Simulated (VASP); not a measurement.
# Rh (Im-3m) in VASP: a series of runs

The runs below take Rh through single point, relaxation of cell and atoms, with PBEsol.

Everything below comes from runs of VASP 6.6.1. Logs are shortened: lines on timing, memory, paths and dates and some standing lists are left out, and cuts for length are marked.

## Step 1: The cell of the first run

Symmetry: Im-3m, No. 229, cubic system. Conventional cell: a = 3.022 Å, b = 3.022 Å, c = 3.022 Å, α = 90.00°, β = 90.00°, γ = 90.00°. Rh (site symmetry m-3m) has 14 Rh at 2.62 to 3.02 Å within 3.5 Å.

This isn't the form of Rh at room conditions, which is fcc.

## Step 2: Single point, PBEsol

INCAR reads:

```
SYSTEM = Rh
PREC     = Accurate       ! precision mode
ENCUT    = 500            ! plane-wave cutoff, eV
EDIFF    = 1E-6           ! SCF threshold, eV
ISMEAR   = 0              ! smearing method
SIGMA    = 0.1            ! smearing width, eV
LREAL    = .FALSE.        ! projectors in reciprocal space
LASPH    = .TRUE.         ! aspherical terms in the spheres
NELM     = 120            ! most SCF steps
ALGO     = Normal         ! electronic algorithm
ISIF     = 2              ! what is computed and relaxed
LWAVE    = .FALSE.        ! write WAVECAR
LCHARG   = .FALSE.        ! write CHGCAR
GGA      = PS             ! functional
NBANDS   = 14             ! bands
GGA_COMPAT= .FALSE.
```

KPOINTS reads:

```
Automatic mesh
0
G
  8 8 8
  0 0 0
```

POSCAR reads:

```
Rh
1.0
   -1.5110298079      1.5110298079      1.5110298079
    1.5110298079     -1.5110298079      1.5110298079
    1.5110298079      1.5110298079     -1.5110298079
Rh
1
Direct
    0.0000000000      0.0000000000      0.0000000000
```

Potentials or basis: VASP PAW PBE potentials, release 64 (Rh_pv).

Run with:

```console
cat potpaw_PBE.64/Rh_pv/POTCAR > POTCAR
mpirun -np 1 vasp_std > vasp.out
```

OUTCAR:

```text
SYSTEM = Rh
   PREC = Accurate
   ENCUT = 500
   EDIFF = 1E-6
   ISMEAR = 0
   LREAL = .FALSE.
   LASPH = .TRUE.
   NELM = 120
   ISIF = 2
   GGA = PS

 ion  position               nearest neighbor table
   1  0.000  0.000  0.000-

  LATTYP: Found a body centered cubic cell.
 ALAT       =     3.0220596158

  Lattice vectors:

 A1 = (  -1.5110298079,   1.5110298079,   1.5110298079)
 A2 = (   1.5110298079,  -1.5110298079,   1.5110298079)
 A3 = (   1.5110298079,   1.5110298079,  -1.5110298079)

Analysis of symmetry for initial positions (statically):
=====================================================================
 Subroutine PRICEL returns:
 Original cell was already a primitive cell.

 Routine SETGRP: Setting up the symmetry group for a
 body centered cubic supercell.

 Subroutine GETGRP returns: Found 48 space group operations
 (whereof 48 operations were pure point group operations)
 out of a pool of 48 trial point group operations.

The static configuration has the point symmetry O_h .

Analysis of symmetry for dynamics (positions and initial velocities):
=====================================================================
 Subroutine PRICEL returns:
 Original cell was already a primitive cell.

 Routine SETGRP: Setting up the symmetry group for a
 body centered cubic supercell.

 Subroutine GETGRP returns: Found 48 space group operations
 (whereof 48 operations were pure point group operations)
 out of a pool of 48 trial point group operations.

The dynamic configuration has the point symmetry O_h .

 Subroutine INISYM returns: Found 48 space group operations
 (whereof 48 operations are pure point group operations),
 and found     1 'primitive' translations

----------------------------------------------------------------------------------------

                                     Primitive cell

  volume of cell :      13.8000

  direct lattice vectors                    reciprocal lattice vectors
    -1.511029808  1.511029808  1.511029808     0.000000000  0.330900157  0.330900157
     1.511029808 -1.511029808  1.511029808     0.330900157  0.000000000  0.330900157
     1.511029808  1.511029808 -1.511029808     0.330900157  0.330900157  0.000000000

  length of vectors
     2.617180399  2.617180399  2.617180399     0.467963489  0.467963489  0.467963489

  position of ions in fractional coordinates (direct lattice)
     0.000000000  0.000000000  0.000000000

  ion indices of the primitive-cell ions
   primitive index   ion index
                 1           1

----------------------------------------------------------------------------------------

 KPOINTS: Automatic mesh

Automatic generation of k-mesh.
 Grid dimensions read from file:
 generate k-points for:    8    8    8

 Generating k-lattice:

  Cartesian coordinates                     Fractional coordinates (reciprocal lattice)
     0.000000000  0.041362520  0.041362520     0.125000000  0.000000000  0.000000000
     0.041362520  0.000000000  0.041362520     0.000000000  0.125000000  0.000000000
     0.041362520  0.041362520  0.000000000     0.000000000  0.000000000  0.125000000

  Length of vectors
     0.058495436  0.058495436  0.058495436

  Shift w.r.t. Gamma in fractional coordinates (k-lattice)
     0.000000000  0.000000000  0.000000000

 Subroutine IBZKPT returns following result:
 ===========================================

 Found     29 irreducible k-points:

 Following reciprocal coordinates:
            Coordinates               Weight
  0.000000  0.000000  0.000000      1.000000
  0.125000  0.000000  0.000000     12.000000
  0.250000  0.000000  0.000000     12.000000
  0.375000  0.000000  0.000000     12.000000
  0.500000  0.000000  0.000000      6.000000
  0.125000  0.125000  0.000000     24.000000
[... 16 lines left out ...]
 -0.250000  0.250000  0.250000      6.000000
 -0.375000  0.375000  0.250000     24.000000
 [... further k-points ...]
   k-points           NKPTS =     29   k-points in BZ     NKDIM =     29   number of bands    NBANDS=     14
   number of dos      NEDOS =    301   number of ions     NIONS =      1
   total plane-waves  NPLWV =   8000
   dimension x,y,z NGX =    20 NGY =   20 NGZ =   20
   dimension x,y,z NGXF=    40 NGYF=   40 NGZF=   40
   ions per type =               1
   NGX,Y,Z   is equivalent  to a cutoff of  12.70, 12.70, 12.70 a.u.
   NGXF,Y,Z  is equivalent  to a cutoff of  25.41, 25.41, 25.41 a.u.
 SYSTEM =  Rh
   PREC   = accura    normal or accurate (medium, high low for compatibility)
   ISTART =      0    job   : 0-new  1-cont  2-samecut
   ICHARG =      2    charge: 1-file 2-atom 10-const
   ISPIN  =      1    spin polarized calculation?
   LNONCOLLINEAR =      F non collinear calculations
   LSORBIT =      F    spin-orbit coupling
   LASPH  =      T    aspherical Exc in radial PAW
   ENCUT  =  500.0 eV  36.75 Ry    6.06 a.u.   4.77  4.77  4.77*2*pi/ulx,y,z
   NELM   =    120;   NELMIN=  2; NELMDL= -5     # of ELM steps
   EDIFF  = 0.1E-05   stopping-criterion for ELM
   LREAL  =      F    real-space projection
   EDIFFG = 0.1E-04   stopping-criterion for IOM
   NSW    =      0    number of steps for IOM
   IBRION =     -1    ionic relax: 0-MD 1-quasi-New 2-CG
   NFREE  =      0    steps in history (QN), initial steepest desc. (CG)
   ISIF   =      2    stress and relaxation
   ISYM   =      2    0-nonsym 1-usesym 2-fastsym
   POTIM  = 0.5000    time-step for ionic-motion
   TEBEG  =    0.0;   TEEND  =   0.0 temperature during run
   PSTRESS=    0.0 pullay stress
   NELECT =      15.0000    total number of electrons
   NUPDOWN=      -1.0000    fix difference up-down
   EMIN   =  10.00;   EMAX   =-10.00  energy-range for DOS
   EFERMI =   0.00;   METHOD = LEGACY
   ISMEAR =     0;   SIGMA  =   0.10  broadening in eV -4-tet -1-fermi 0-gaus
   EFERMI_NEDOS =   21; number of points for ismear=-14 and -15
   IALGO  =     38    algorithm
   IMIX   =      4    mixing-type and parameters
     AMIX     =   0.40;   BMIX     =  1.00
     AMIX_MAG =   1.60;   BMIX_MAG =  1.00
  volume/ion in A,a.u.               =      13.80        93.13
  Fermi-wavevector in a.u.,A,eV,Ry     =   1.683238  3.180859 38.549258  2.833291
  Thomas-Fermi vector in A             =   2.766475
   LORBIT       =      0    0 simple, 1 ext, 2 COOP (PROOUT), +10 PAW based schemes
   GGA     = PS    functional components
   LHFCALC =     F    Hartree Fock is set to
   AEXX    =    0.0000 exact exchange contribution
   IVDW    =     0    specifies the selected vdW correction
   LEPSILON=     F    determine dielectric tensor
   LRPA    =     F    only Hartree local field effects (RPA)
 non-spin polarized calculation
 Gauss-broadening in eV      SIGMA  =   0.10
  energy-cutoff  :      500.00
  volume of cell :       13.80
 maximum number of plane-waves:       370
   NGX =  9   NGY =  9   NGZ =  9

 number of electron      14.9999993 magnetization

 Free energy of the ion-electron system (eV)
  ---------------------------------------------------
  ext. energy  EPLUGINS =         0.00000000
  ---------------------------------------------------
  free energy    TOTEN  =        -7.74956186 eV

  energy without entropy =       -7.73671166  energy(sigma->0) =       -7.74313676

 E-fermi :  11.5076     XC(G=0): -14.1771

 val. band max:       11.4962758609   @ k =   0.2500   0.2500   0.2500
 cond. band min:      11.5273523306   @ k =  -0.3750  -0.3750   0.1250
 fundamental gap:      0.0310764697
 Fermi energy:        11.5075936157

 k-point     1 :       0.0000    0.0000    0.0000
  band No.  band energies     occupation
      1     -34.4836      2.00000
      2     -34.4836      2.00000
      3     -34.4836      2.00000
      4       3.6660      2.00000
      5       8.5329      2.00000
      6       8.5329      2.00000
      7       8.5329      2.00000
      8      11.0601      2.00000
      9      11.0601      2.00000
     10      29.9492      0.00000
     11      29.9492      0.00000
     12      29.9492      0.00000
     13      32.3677      0.00000
     14      40.1757      0.00000

 k-point     2 :       0.1250    0.0000    0.0000
  band No.  band energies     occupation
      1     -34.5962      2.00000
      2     -34.5208      2.00000
      3     -34.4837      2.00000
      4       4.3043      2.00000
      5       8.2743      2.00000
      6       8.5188      2.00000
      7       9.0598      2.00000
      8      10.7813      2.00000
      9      11.0814      2.00000
     10      30.0788      0.00000
     11      30.0911      0.00000
     12      30.8873      0.00000
     13      32.3673      0.00000
     14      37.2177      0.00000

 k-point     3 :       0.2500    0.0000    0.0000
  band No.  band energies     occupation
      1     -34.8625      2.00000
      2     -34.6096      2.00000
      3     -34.4838      2.00000
      4       5.5886      2.00000
      5       7.6992      2.00000
      6       8.7467      2.00000
      7      10.4895      2.00000
      8      10.6332      2.00000
      9      11.1752      2.00000
     10      27.9355      0.00000
     11      28.9330      0.00000
     12      32.3670      0.00000
     13      33.3186      0.00000
     14      36.0012      0.00000
[... 324 lines left out ...]
 k-point    23 :      -0.2500    0.2500    0.2500
  band No.  band energies     occupation
      1     -34.8727      2.00000
      2     -34.7445      2.00000
      3     -34.7445      2.00000
      4       7.0036      2.00000
      5       7.9384      2.00000
      6       9.2851      2.00000
      7       9.2851      2.00000
      8      10.3735      2.00000
      9      12.8844      0.00000
     10      28.7456      0.00000
     11      29.8175      0.00000
     12      29.8175      0.00000
     13      29.9441      0.00000
     14      32.3732      0.00000

 k-point    24 :      -0.3750    0.3750    0.2500
  band No.  band energies     occupation
      1     -35.0393      2.00000
      2     -34.8384      2.00000
      3     -34.7632      2.00000
      4       6.8152      2.00000
      5       7.3014      2.00000
      6       9.2878      2.00000
      7      10.0253      2.00000
      8      11.9093      0.00000
      9      15.0845      0.00000
     10      24.6110      0.00000
     11      27.0239      0.00000
     12      29.1092      0.00000
     13      31.5298      0.00000
     14      32.3730      0.00000

 [... further k-points ...]

------------------------ aborting loop because EDIFF is reached ----------------------------------------

  FORCE on cell =-STRESS in cart. coord.  units (eV):
  Direction    XX          YY          ZZ          XY          YZ          ZX
  --------------------------------------------------------------------------------------
  -------------------------------------------------------------------------------------
  Total        0.1571063      0.1571063      0.1571063      0.0000000     -0.0000000      0.0000000
  in kB       18.2400103     18.2400103     18.2400103      0.0000000     -0.0000000      0.0000000
  external PRESSURE =      18.2400103 kB  Pullay stress =       0.0000000 kB

 VOLUME and BASIS-vectors are now :
 -----------------------------------------------------------------------------
  energy-cutoff  :      500.00
  volume of cell :       13.80
      direct lattice vectors                 reciprocal lattice vectors
    -1.511029808  1.511029808  1.511029808     0.000000000  0.330900157  0.330900157
     1.511029808 -1.511029808  1.511029808     0.330900157  0.000000000  0.330900157
     1.511029808  1.511029808 -1.511029808     0.330900157  0.330900157  0.000000000

 POSITION                                       TOTAL-FORCE (eV/Angst)
 -----------------------------------------------------------------------------------
      0.00000      0.00000      0.00000        -0.000000      0.000000      0.000000
 -----------------------------------------------------------------------------------
    total drift:                                0.000000     -0.000000      0.000000

  FREE ENERGIE OF THE ION-ELECTRON SYSTEM (eV)
  ---------------------------------------------------
  free  energy   TOTEN  =        -7.7495618592 eV

  energy  without entropy=       -7.7367116563  energy(sigma->0) =       -7.74313676
```

Run time: 9.3 s. Hardware: 1 thread of Intel Xeon 8259CL, shared host; peak memory 0.12 GiB.

Results:

* Free energy: -7.7496 eV
* Pressure: 1.8 GPa
* Band gap on the k mesh: zero (an odd number of electrons rules out a gap without spin polarisation)

Caveat: the k points lie up to 0.37 Å⁻¹ apart, too coarse for converged energies and pressures of a metal; the PAW data sets were made with another functional, which shifts forces and pressure a little.

## Step 3: Single point, PBEsol

This run uses another cell than the first one, of 13.89 Å³/atom.

INCAR reads:

```
PREC     = Accurate       # precision mode
ENCUT    = 500            # plane-wave cutoff, eV
EDIFF    = 1E-6           # SCF threshold, eV
ISMEAR   = 0              # smearing method
SIGMA    = 0.1            # smearing width, eV
LREAL    = False          # projectors in reciprocal space
LASPH    = True           # aspherical terms in the spheres
NELM     = 120            # most SCF steps
ALGO     = Normal         # electronic algorithm
ISIF     = 2              # what is computed and relaxed
LWAVE    = False          # write WAVECAR
LCHARG   = True           # write CHGCAR
GGA      = PS             # functional
LELF     = True           # ELF
LVHAR    = True         
NBANDS   = 14             # bands
GGA_COMPAT= False
```

KPOINTS reads:

```
regular mesh
0
Gamma
  20 20 20
```

POSCAR reads:

```
Rh
1.0
   -1.5142623886      1.5142623886      1.5142623886
    1.5142623886     -1.5142623886      1.5142623886
    1.5142623886      1.5142623886     -1.5142623886
Rh
1
Direct
    0.0000000000      0.0000000000      0.0000000000
```

Potentials or basis: VASP PAW PBE potentials, release 64 (Rh_pv).

Run with:

```console
cat potpaw_PBE.64/Rh_pv/POTCAR > POTCAR
mpirun -np 1 vasp_std > vasp.out
```

OUTCAR:

```text
PREC = Accurate
   ENCUT = 500
   EDIFF = 1E-6
   ISMEAR = 0
   LREAL = False
   LASPH = True
   NELM = 120
   ISIF = 2
   GGA = PS

 ion  position               nearest neighbor table
   1  0.000  0.000  0.000-

  LATTYP: Found a body centered cubic cell.
 ALAT       =     3.0285247772

  Lattice vectors:

 A1 = (  -1.5142623886,   1.5142623886,   1.5142623886)
 A2 = (   1.5142623886,  -1.5142623886,   1.5142623886)
 A3 = (   1.5142623886,   1.5142623886,  -1.5142623886)

Analysis of symmetry for initial positions (statically):
=====================================================================
 Subroutine PRICEL returns:
 Original cell was already a primitive cell.

 Routine SETGRP: Setting up the symmetry group for a
 body centered cubic supercell.

 Subroutine GETGRP returns: Found 48 space group operations
 (whereof 48 operations were pure point group operations)
 out of a pool of 48 trial point group operations.

The static configuration has the point symmetry O_h .

Analysis of symmetry for dynamics (positions and initial velocities):
[... 168 lines left out ...]
      3     -34.5875      2.00000
      4       3.5964      2.00000
      5       8.4513      2.00000
      6       8.4513      2.00000
      7       8.4513      2.00000
      8      10.9496      2.00000
      9      10.9496      2.00000
     10      29.8256      0.00000
     11      29.8256      0.00000
     12      29.8256      0.00000
     13      32.2733      0.00000
     14      39.9671      0.00000
[... 377 lines left out ...]
      1     -35.0779      2.00000
      2     -34.7543      2.00000
      3     -34.6133      2.00000
      4       6.0087      2.00000
      5       7.4500      2.00000
      6       8.6629      2.00000
      7      10.4699      2.00000
      8      11.2394      1.97019
      9      11.7805      0.00000
     10      26.1056      0.00000
     11      27.8527      0.00000
     12      31.9906      0.00000
     13      32.3063      0.00000
     14      33.8768      0.00000

 [... further k-points ...]

------------------------ aborting loop because EDIFF is reached ----------------------------------------

  FORCE on cell =-STRESS in cart. coord.  units (eV):
  Direction    XX          YY          ZZ          XY          YZ          ZX
  --------------------------------------------------------------------------------------
  -------------------------------------------------------------------------------------
  Total       -0.0048175     -0.0048175     -0.0048175      0.0000000      0.0000000     -0.0000000
  in kB       -0.5557308     -0.5557308     -0.5557308      0.0000000      0.0000000     -0.0000000
  external PRESSURE =      -0.5557308 kB  Pullay stress =       0.0000000 kB

 VOLUME and BASIS-vectors are now :
 -----------------------------------------------------------------------------
  energy-cutoff  :      500.00
  volume of cell :       13.89
      direct lattice vectors                 reciprocal lattice vectors
    -1.514262389  1.514262389  1.514262389     0.000000000  0.330193765  0.330193765
     1.514262389 -1.514262389  1.514262389     0.330193765  0.000000000  0.330193765
     1.514262389  1.514262389 -1.514262389     0.330193765  0.330193765  0.000000000

 POSITION                                       TOTAL-FORCE (eV/Angst)
 -----------------------------------------------------------------------------------
      0.00000      0.00000      0.00000        -0.000000     -0.000000     -0.000000
 -----------------------------------------------------------------------------------
    total drift:                                0.000000     -0.000000      0.000000

  FREE ENERGIE OF THE ION-ELECTRON SYSTEM (eV)
  ---------------------------------------------------
  free  energy   TOTEN  =        -7.7571451671 eV

  energy  without entropy=       -7.7439879036  energy(sigma->0) =       -7.75056654
```

stdout:

```text
POSCAR found type information on POSCAR Rh
 POSCAR found :  1 types and       1 ions
 scaLAPACK will be used
 -----------------------------------------------------------------------------
|                                                                             |
|                                                                             |
|     You enforced a specific xc type in the INCAR file but a different       |
|     I HOPE YOU KNOW WHAT YOU ARE DOING!                                     |
|                                                                             |
 -----------------------------------------------------------------------------

 LDA part: xc-table for (Slater+PW92), standard interpolation
 POSCAR, INCAR and KPOINTS ok, starting setup
 FFT: planning ... GRIDC
 FFT: planning ... GRID_SOFT
 FFT: planning ... GRID
 WAVECAR not read
 entering main loop
```

It took 66 s on 1 thread of Intel Xeon 8259CL, shared host; peak memory 0.16 GiB.

What came out:

```yaml
Free_energy: -7.7571 eV
Pressure: -0.1 GPa
Band_gap_on_the_k_mesh: zero (an odd number of electrons rules out a gap without spin polarisation)
```

Levels at points of the mesh, in eV from the Fermi level:
| k point | band 3 | band 4 | band 5 | band 6 | band 7 | band 8 | band 9 | band 10 | band 11 | band 12 |
| --- | --- | --- | --- | --- | --- | --- | --- | --- | --- | --- |
| (0.00, 0.00, 0.00) | -45.98 | -7.80 | -2.94 | -2.94 | -2.94 | -0.44 | -0.44 | 18.43 | 18.43 | 18.43 |
| (0.50, 0.00, 0.00) | -45.98 | -5.91 | -4.48 | -0.51 | -0.08 | 1.26 | 1.64 | 9.40 | 14.57 | 18.49 |
| (0.50, 0.50, 0.50) | -46.50 | -5.90 | -5.90 | 1.12 | 1.12 | 1.12 | 9.44 | 9.44 | 9.44 | 19.30 |

Caveat: the PAW data sets were made with another functional, which shifts forces and pressure a little.

[end of part 1 of 2]

The gap in the log of VASP goes by the Fermi energy; the results here count the filled bands.